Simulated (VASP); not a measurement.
# CoO (I4/mmm) in VASP: settings compared

Aim: see how the results for CoO move with the level of theory and the settings. Levels: r2SCAN, PBEsol. Tasks: single point, relaxation of cell and atoms.

All numbers are computed with VASP 6.6.1; they aren't measurements. Logs are shortened: lines on timing, memory, paths and dates and some standing lists are left out, and cuts for length are marked.

### Step 1. The cell of the first run

The structure is tetragonal, space group I4/mmm (No. 139). The conventional cell has a = 2.954 Å, b = 2.954 Å, c = 4.128 Å, α = 90.00°, β = 90.00°, γ = 90.00°. Within 2.7 Å of Co (site symmetry 4/mmm) lie 6 O at 2.06 to 2.09 Å. Within 2.7 Å of O (site symmetry 4/mmm) lie 6 Co at 2.06 to 2.09 Å.

### Step 2. Single point, r2SCAN, collinear spin, ferromagnetic start

Input file POSCAR:

```
CoO
1.0
   -1.4772158519      1.4772158519      2.0642304156
    1.4772158519     -1.4772158519      2.0642304156
    1.4772158519      1.4772158519     -2.0642304156
Co O
1 1
Direct
    0.0000000000      0.0000000000      0.0000000000
    0.5000000000      0.5000000000      0.0000000000
```

Input file INCAR.step1:

```
ALGO     = Normal         # electronic algorithm
EDIFF    = 1E-4           # SCF threshold, eV
ENCUT    = 520            # plane-wave cutoff, eV
GGA      = PE             # functional
ISMEAR   = -1             # smearing method
ISPIN    = 2              # spin polarisation
LASPH    = True           # aspherical terms in the spheres
LCHARG   = False          # write CHGCAR
LMAXMIX  = 4              # l up to which the mixer works
LREAL    = False          # projectors in reciprocal space
LWAVE    = True           # write WAVECAR
MAGMOM   = 2 0            # initial moments
NBANDS   = 18             # bands
NELM     = 150            # most SCF steps
PREC     = Accurate       # precision mode
SIGMA    = 0.05           # smearing width, eV
```

Input file INCAR.step2:

```
ALGO     = Normal         # electronic algorithm
EDIFF    = 1E-7           # SCF threshold, eV
ENCUT    = 520            # plane-wave cutoff, eV
ISIF     = 2              # what is computed and relaxed
ISMEAR   = -1             # smearing method
ISPIN    = 2              # spin polarisation
ISTART   = 1            
LASPH    = True           # aspherical terms in the spheres
LCHARG   = True           # write CHGCAR
LELF     = True           # ELF
LMAXMIX  = 4              # l up to which the mixer works
LMIXTAU  = True         
LORBIT   = 11             # projections on sites
LREAL    = False          # projectors in reciprocal space
LVHAR    = True         
LWAVE    = False          # write WAVECAR
MAGMOM   = 2 0            # initial moments
METAGGA  = R2SCAN         # meta-GGA
NBANDS   = 18             # bands
NELM     = 150            # most SCF steps
PREC     = Accurate       # precision mode
SIGMA    = 0.05           # smearing width, eV
```

Input file KPOINTS:

```
k-points
0
Gamma
  12 12 12
```

Potentials or basis: VASP PAW PBE potentials, release 64 (Co, O).

On the command line:

```sh
cat potpaw_PBE.64/Co/POTCAR potpaw_PBE.64/O/POTCAR > POTCAR
cp INCAR.step1 INCAR
mpirun -np 1 vasp_std > vasp.out
cp INCAR.step2 INCAR
mpirun -np 1 vasp_std > vasp.out
```

OUTCAR:

```text
EDIFF = 1E-7
   ENCUT = 520
   ISIF = 2
   ISMEAR = -1
   ISPIN = 2
   ISTART = 1
   LASPH = True
   LORBIT = 11
   LREAL = False
   METAGGA = R2SCAN
   NELM = 150
   PREC = Accurate

 ion  position               nearest neighbor table
   1  0.000  0.000  0.000-   2 2.06   2 2.06   2 2.09   2 2.09   2 2.09   2 2.09
   2  0.500  0.500  0.000-   1 2.06   1 2.06   1 2.09   1 2.09   1 2.09   1 2.09

  LATTYP: Found a body centered tetragonal cell.
 ALAT       =     2.9544317038
 C/A-ratio  =     1.3973790039

  Lattice vectors:

 A1 = (  -1.4772158519,   1.4772158519,   2.0642304156)
 A2 = (   1.4772158519,  -1.4772158519,   2.0642304156)
 A3 = (   1.4772158519,   1.4772158519,  -2.0642304156)

Analysis of symmetry for initial positions (statically):
=====================================================================
 Subroutine PRICEL returns:
 Original cell was already a primitive cell.

 Routine SETGRP: Setting up the symmetry group for a
 body centered tetragonal supercell.

 Subroutine GETGRP returns: Found 16 space group operations
 (whereof 16 operations were pure point group operations)
 out of a pool of 16 trial point group operations.

The static configuration has the point symmetry D_4h.

Analysis of symmetry for dynamics (positions and initial velocities):
=====================================================================
 Subroutine PRICEL returns:
 Original cell was already a primitive cell.

 Routine SETGRP: Setting up the symmetry group for a
 body centered tetragonal supercell.

 Subroutine GETGRP returns: Found 16 space group operations
 (whereof 16 operations were pure point group operations)
 out of a pool of 16 trial point group operations.

The dynamic configuration has the point symmetry D_4h.

Analysis of structural, dynamic, and magnetic symmetry:
=====================================================================
 Subroutine PRICEL returns:
 Original cell was already a primitive cell.

 Routine SETGRP: Setting up the symmetry group for a
 body centered tetragonal supercell.

 Subroutine GETGRP returns: Found 16 space group operations
 (whereof 16 operations were pure point group operations)
 out of a pool of 16 trial point group operations.

The overall configuration has the point symmetry D_4h.

 Subroutine INISYM returns: Found 16 space group operations
 (whereof 16 operations are pure point group operations),
 and found     1 'primitive' translations

----------------------------------------------------------------------------------------

                                     Primitive cell

  volume of cell :      18.0180

  direct lattice vectors                    reciprocal lattice vectors
    -1.477215852  1.477215852  2.064230416     0.000000000  0.338474570  0.242221022
     1.477215852 -1.477215852  2.064230416     0.338474570  0.000000000  0.242221022
     1.477215852  1.477215852 -2.064230416     0.338474570  0.338474570  0.000000000

  length of vectors
     2.936899820  2.936899820  2.936899820     0.416216359  0.416216359  0.478675327

  position of ions in fractional coordinates (direct lattice)
     0.000000000  0.000000000  0.000000000
     0.500000000  0.500000000  0.000000000

  ion indices of the primitive-cell ions
   primitive index   ion index
                 1           1
                 2           2

----------------------------------------------------------------------------------------

 KPOINTS: k-points

Automatic generation of k-mesh.
 Grid dimensions read from file:
 generate k-points for:   12   12   12

 Generating k-lattice:

  Cartesian coordinates                     Fractional coordinates (reciprocal lattice)
     0.000000000  0.028206214  0.020185085     0.083333333  0.000000000  0.000000000
     0.028206214  0.000000000  0.020185085     0.000000000  0.083333333  0.000000000
     0.028206214  0.028206214  0.000000000     0.000000000  0.000000000  0.083333333

  Length of vectors
     0.034684697  0.034684697  0.039889611

  Shift w.r.t. Gamma in fractional coordinates (k-lattice)
     0.000000000  0.000000000  0.000000000

 Subroutine IBZKPT returns following result:
 ===========================================

 Found    163 irreducible k-points:

 Following reciprocal coordinates:
            Coordinates               Weight
  0.000000  0.000000  0.000000      1.000000
  0.083333  0.000000 -0.000000      8.000000
  0.166667  0.000000  0.000000      8.000000
  0.250000  0.000000 -0.000000      8.000000
  0.333333  0.000000 -0.000000      8.000000
  0.416667  0.000000 -0.000000      8.000000
[... 16 lines left out ...]
  0.500000  0.166667 -0.000000     16.000000
 -0.416667  0.166667  0.000000     16.000000
 [... further k-points ...]
   k-points           NKPTS =    163   k-points in BZ     NKDIM =    163   number of bands    NBANDS=     18
   number of dos      NEDOS =    301   number of ions     NIONS =      2
   total plane-waves  NPLWV =  13824
   dimension x,y,z NGX =    24 NGY =   24 NGZ =   24
   dimension x,y,z NGXF=    48 NGYF=   48 NGZF=   48
   ions per type =               1   1
   NGX,Y,Z   is equivalent  to a cutoff of  13.59, 13.59, 13.59 a.u.
   NGXF,Y,Z  is equivalent  to a cutoff of  27.17, 27.17, 27.17 a.u.
 SYSTEM =  unknown system
   PREC   = accura    normal or accurate (medium, high low for compatibility)
   ISTART =      1    job   : 0-new  1-cont  2-samecut
   ICHARG =      0    charge: 1-file 2-atom 10-const
   ISPIN  =      2    spin polarized calculation?
   LNONCOLLINEAR =      F non collinear calculations
   LSORBIT =      F    spin-orbit coupling
   LASPH  =      T    aspherical Exc in radial PAW
   ENCUT  =  520.0 eV  38.22 Ry    6.18 a.u.   5.46  5.46  5.46*2*pi/ulx,y,z
   NELM   =    150;   NELMIN=  2; NELMDL=  0     # of ELM steps
   EDIFF  = 0.1E-06   stopping-criterion for ELM
   LREAL  =      F    real-space projection
   EDIFFG = 0.1E-05   stopping-criterion for IOM
   NSW    =      0    number of steps for IOM
   IBRION =     -1    ionic relax: 0-MD 1-quasi-New 2-CG
   NFREE  =      0    steps in history (QN), initial steepest desc. (CG)
   ISIF   =      2    stress and relaxation
   ISYM   =      2    0-nonsym 1-usesym 2-fastsym
   POTIM  = 0.5000    time-step for ionic-motion
   TEBEG  =    0.0;   TEEND  =   0.0 temperature during run
   PSTRESS=    0.0 pullay stress
   NELECT =      15.0000    total number of electrons
   NUPDOWN=      -1.0000    fix difference up-down
   EMIN   =  10.00;   EMAX   =-10.00  energy-range for DOS
   EFERMI =   0.00;   METHOD = LEGACY
   ISMEAR =    -1;   SIGMA  =   0.05  broadening in eV -4-tet -1-fermi 0-gaus
   EFERMI_NEDOS =   21; number of points for ismear=-14 and -15
   IALGO  =     38    algorithm
   IMIX   =      4    mixing-type and parameters
     AMIX     =   0.40;   BMIX     =  1.00
     AMIX_MAG =   1.60;   BMIX_MAG =  1.00
  volume/ion in A,a.u.               =       9.01        60.80
  Fermi-wavevector in a.u.,A,eV,Ry     =   1.540056  2.910284 32.269930  2.371773
  Thomas-Fermi vector in A             =   2.646197
   LORBIT       =     11    0 simple, 1 ext, 2 COOP (PROOUT), +10 PAW based schemes
   METAGGA = R2SCAN    functional components
   LHFCALC =     F    Hartree Fock is set to
   AEXX    =    0.0000 exact exchange contribution
   IVDW    =     0    specifies the selected vdW correction
   LEPSILON=     F    determine dielectric tensor
   LRPA    =     F    only Hartree local field effects (RPA)
 spin polarized calculation
  energy-cutoff  :      520.00
  volume of cell :       18.02
 maximum number of plane-waves:       531
 NGX is ok and might be reduce to    24
   NGX = 11   NGY = 11   NGZ = 11

 number of electron      14.9999998 magnetization       2.9997181

 Free energy of the ion-electron system (eV)
  ---------------------------------------------------
  ext. energy  EPLUGINS =         0.00000000
  ---------------------------------------------------
  free energy    TOTEN  =       -21.10144620 eV

  energy without entropy =      -21.08646108  energy(sigma->0) =      -21.09395364

 E-fermi :   8.8851     XC(G=0): -13.5424

 val. band max:        8.8794267304   @ k =  -0.1667   0.3333   0.0833
 cond. band min:       8.8899738188   @ k =  -0.2500   0.5000   0.1667
 fundamental gap:      0.0105470884
 Fermi energy:         8.8851028583

 spin component 1

 k-point     1 :       0.0000    0.0000    0.0000
  band No.  band energies     occupation
      1     -13.1141      1.00000
      2       4.5299      1.00000
      3       4.7401      1.00000
      4       4.7402      1.00000
      5       4.8712      1.00000
      6       5.1165      1.00000
[... 10 lines left out ...]
     17      32.6459      0.00000
     18      35.1273      0.00000

 k-point     2 :       0.0833    0.0000   -0.0000
  band No.  band energies     occupation
      1     -13.0346      1.00000
      2       3.9578      1.00000
      3       4.1909      1.00000
      4       4.2520      1.00000
      5       4.8081      1.00000
      6       5.1434      1.00000
[... 10 lines left out ...]
     17      33.2467      0.00000
     18      36.5886      0.00000
[... 442 lines left out ...]
 k-point    24 :      -0.4167    0.1667    0.0000
  band No.  band energies     occupation
      1     -11.9517      1.00000
      2       0.7167      1.00000
      3       2.1030      1.00000
      4       2.4897      1.00000
      5       5.0905      1.00000
      6       5.7006      1.00000
[... 10 lines left out ...]
     17      38.0588      0.00000
     18      39.5143      0.00000

 [... further k-points ...]

 spin component 2

 k-point     1 :       0.0000    0.0000    0.0000
  band No.  band energies     occupation
      1     -12.5516      1.00000
      2       5.8910      1.00000
      3       5.9838      1.00000
      4       5.9838      1.00000
      5       7.2507      1.00000
      6       7.7338      1.00000
[... 10 lines left out ...]
     17      34.1470      0.00000
     18      36.4995      0.00000

 k-point     2 :       0.0833    0.0000   -0.0000
  band No.  band energies     occupation
      1     -12.4677      1.00000
      2       5.2981      1.00000
      3       5.6466      1.00000
      4       5.7439      1.00000
      5       7.3860      1.00000
      6       7.8471      1.00000
[... 10 lines left out ...]
     17      34.4871      0.00000
     18      37.9403      0.00000
[... 442 lines left out ...]
 k-point    24 :      -0.4167    0.1667    0.0000
  band No.  band energies     occupation
      1     -11.3017      1.00000
      2       1.4756      1.00000
      3       3.6897      1.00000
      4       4.1352      1.00000
      5       8.0562      1.00000
      6       8.4914      0.99962
[... 10 lines left out ...]
     17      38.9004      0.00000
     18      40.3873      0.00000

 [... further k-points ...]
[... 5 lines left out ...]
  --------------------------------------------------------------------------------------
  -------------------------------------------------------------------------------------
  Total        1.3662545      1.3662545      0.3049666      0.0000000      0.0000000      0.0000000
  in kB      121.4887624    121.4887624     27.1179463      0.0000000      0.0000000      0.0000000
  external PRESSURE =      90.0318237 kB  Pullay stress =       0.0000000 kB

 VOLUME and BASIS-vectors are now :
 -----------------------------------------------------------------------------
  energy-cutoff  :      520.00
  volume of cell :       18.02
      direct lattice vectors                 reciprocal lattice vectors
    -1.477215852  1.477215852  2.064230416     0.000000000  0.338474570  0.242221022
     1.477215852 -1.477215852  2.064230416     0.338474570  0.000000000  0.242221022
     1.477215852  1.477215852 -2.064230416     0.338474570  0.338474570  0.000000000

 POSITION                                       TOTAL-FORCE (eV/Angst)
 -----------------------------------------------------------------------------------
      0.00000      0.00000      0.00000        -0.000000     -0.000000     -0.000000
      0.00000      0.00000      2.06423         0.000000      0.000000      0.000000
 -----------------------------------------------------------------------------------
    total drift:                               -0.000000      0.000000     -0.000000

  FREE ENERGIE OF THE ION-ELECTRON SYSTEM (eV)
  ---------------------------------------------------
  free  energy   TOTEN  =       -21.1014462009 eV

  energy  without entropy=      -21.0864610817  energy(sigma->0) =      -21.09395364

 total charge

# of ion       s       p       d       tot
------------------------------------------
    1        0.319   0.419   7.151   7.888
    2        1.557   3.517   0.000   5.074
--------------------------------------------------
tot          1.876   3.936   7.151  12.962

 magnetization (x)

# of ion       s       p       d       tot
------------------------------------------
    1        0.025   0.022   2.641   2.689
    2        0.031   0.264   0.000   0.296
--------------------------------------------------
tot          0.056   0.287   2.641   2.984
```

Wall time 4.2 min (1 thread of Intel Xeon Platinum 8488C (Sapphire Rapids), shared host); peak memory 0.22 GiB.

Results:

```yaml
Free_energy: -21.1014 eV
Pressure: 9.0 GPa
Band_gap_on_the_k_mesh: zero (filled and empty bands overlap)
Net_moment: 3.00 μB per cell
Site_moments: Co +2.69; O +0.30 μB
Valence_electrons_inside_the_program's_atomic_spheres: Co 7.89; O 5.07
```

Stress tensor (GPa, compression positive):
```
12.15  0.00  0.00
 0.00 12.15  0.00
 0.00  0.00  2.71
```

Levels at points of the mesh, in eV from the Fermi level:
Spin up:
| k point | band 7 | band 8 | band 9 | band 10 | band 11 | band 12 |
| --- | --- | --- | --- | --- | --- | --- |
| (0.00, 0.00, 0.00) | -3.62 | -3.62 | -3.21 | 1.70 | 17.71 | 19.00 |
| (0.50, 0.00, 0.00) | -2.17 | -0.28 | -0.20 | 5.65 | 10.62 | 14.36 |
| (0.50, 0.50, 0.00) | -3.06 | -3.06 | -2.13 | 6.74 | 10.94 | 12.19 |
| (0.50, 0.50, 0.50) | -3.33 | -3.07 | -3.07 | 6.79 | 11.01 | 12.37 |
Spin down:
| k point | band 3 | band 4 | band 5 | band 6 | band 7 | band 8 | band 9 | band 10 |
| --- | --- | --- | --- | --- | --- | --- | --- | --- |
| (0.00, 0.00, 0.00) | -2.90 | -2.90 | -1.63 | -1.15 | -1.15 | 0.42 | 1.27 | 2.54 |
| (0.50, 0.00, 0.00) | -5.26 | -5.05 | -0.49 | 0.05 | 0.28 | 3.48 | 4.10 | 6.13 |
| (0.50, 0.50, 0.00) | -4.42 | -4.25 | -2.40 | -0.35 | 0.29 | 1.09 | 2.37 | 7.88 |
| (0.50, 0.50, 0.50) | -4.36 | -4.36 | -2.86 | 0.27 | 0.27 | 1.61 | 1.90 | 7.89 |

Caveat: the stress differs along the axes, from 3 to 12 GPa; the PAW data sets were made with another functional, which shifts forces and pressure a little; a cell with one magnetic atom can't hold antiferromagnetic order, which such compounds often take; semilocal functionals often make such compounds metallic where correlation or magnetic order opens a gap, which also shifts bond lengths.

### Step 3. Single point, r2SCAN, collinear spin, ferromagnetic start

This run uses another cell than the first one, of 9.20 Å³/atom.

Input file POSCAR:

```
CoO
1.0
   -1.4876191232      1.4876191232      2.0787677284
    1.4876191232     -1.4876191232      2.0787677284
    1.4876191232      1.4876191232     -2.0787677284
Co O
1 1
Direct
    0.0000000000      0.0000000000      0.0000000000
    0.5000000000      0.5000000000      0.0000000000
```

Input file INCAR.step1:

```
PREC = Accurate
ENCUT = 520
ISMEAR = -1
SIGMA = 0.05
LREAL = False
LASPH = True
NELM = 150
ISPIN = 2
MAGMOM = 2 0
LMAXMIX = 4
NBANDS = 18
GGA = PE
ALGO = Normal
EDIFF = 1E-4
LWAVE = True
LCHARG = False
```

Input file INCAR.step2:

```
PREC = Accurate
ENCUT = 520
EDIFF = 1E-7
ISMEAR = -1
SIGMA = 0.05
LREAL = False
LASPH = True
NELM = 150
ALGO = Normal
ISIF = 2
LWAVE = False
LCHARG = True
ISPIN = 2
MAGMOM = 2 0
LORBIT = 11
LMAXMIX = 4
METAGGA = R2SCAN
LMIXTAU = True
LELF = True
LVHAR = True
NBANDS = 18
ISTART = 1
```

Input file KPOINTS:

```
Automatic mesh
0
Gamma
  12 12 12
```

Potentials or basis: VASP PAW PBE potentials, release 64 (Co, O).

On the command line:

```sh
cat potpaw_PBE.64/Co/POTCAR potpaw_PBE.64/O/POTCAR > POTCAR
cp INCAR.step1 INCAR
mpirun -np 1 vasp_std > vasp.out
cp INCAR.step2 INCAR
mpirun -np 1 vasp_std > vasp.out
```

Run time: 4.1 min. Hardware: 1 thread of Intel Xeon Platinum 8488C (Sapphire Rapids), shared host; peak memory 0.22 GiB.

Results (log left out):

- Free energy: -21.1174 eV
- Pressure: 3.9 GPa
- Band gap on the k mesh: zero (filled and empty bands overlap)
- Net moment: 3.00 μB per cell
- Site moments: Co +2.69; O +0.29 μB
- Valence electrons inside the program's atomic spheres: Co 7.85; O 5.06

Stress tensor (GPa, compression positive):
```
 7.00  0.00  0.00
 0.00  7.00  0.00
 0.00  0.00 -2.31
```

Levels at points of the mesh, in eV from the Fermi level:
Spin up:
```
           k point  band 6  band 7  band 8  band 9  band 10  band 11  band 12  band 13
(0.00, 0.00, 0.00)   -3.67   -3.53   -3.53   -3.17     1.58    17.63    18.83    18.83
(0.50, 0.00, 0.00)   -3.03   -2.17   -0.34   -0.26     5.60    10.41    14.22    14.48
(0.50, 0.50, 0.00)   -3.93   -3.10   -3.07   -2.13     6.59    10.79    12.09    17.20
(0.50, 0.50, 0.50)   -3.61   -3.37   -3.08   -3.08     6.63    10.86    12.26    17.05
```
Spin down:
```
           k point  band 3  band 4  band 5  band 6  band 7  band 8  band 9  band 10
(0.00, 0.00, 0.00)   -2.82   -2.82   -1.60   -1.11   -1.11    0.45    1.31     2.40
(0.50, 0.00, 0.00)   -5.11   -4.90   -0.50    0.05    0.26    3.41    4.04     6.07
(0.50, 0.50, 0.00)   -4.31   -4.14   -2.31   -0.36    0.27    1.09    2.34     7.72
(0.50, 0.50, 0.50)   -4.24   -4.24   -2.77    0.26    0.26    1.57    1.91     7.73
```

Caveat: the stress differs along the axes, from -2 to 7 GPa; the PAW data sets were made with another functional, which shifts forces and pressure a little; a cell with one magnetic atom can't hold antiferromagnetic order, which such compounds often take; semilocal functionals often make such compounds metallic where correlation or magnetic order opens a gap, which also shifts bond lengths. With open d or f shells a metallic result of r2SCAN can be an artefact of self-interaction; +U or a hybrid may open a gap.

(Continued in part 2 of 2.)
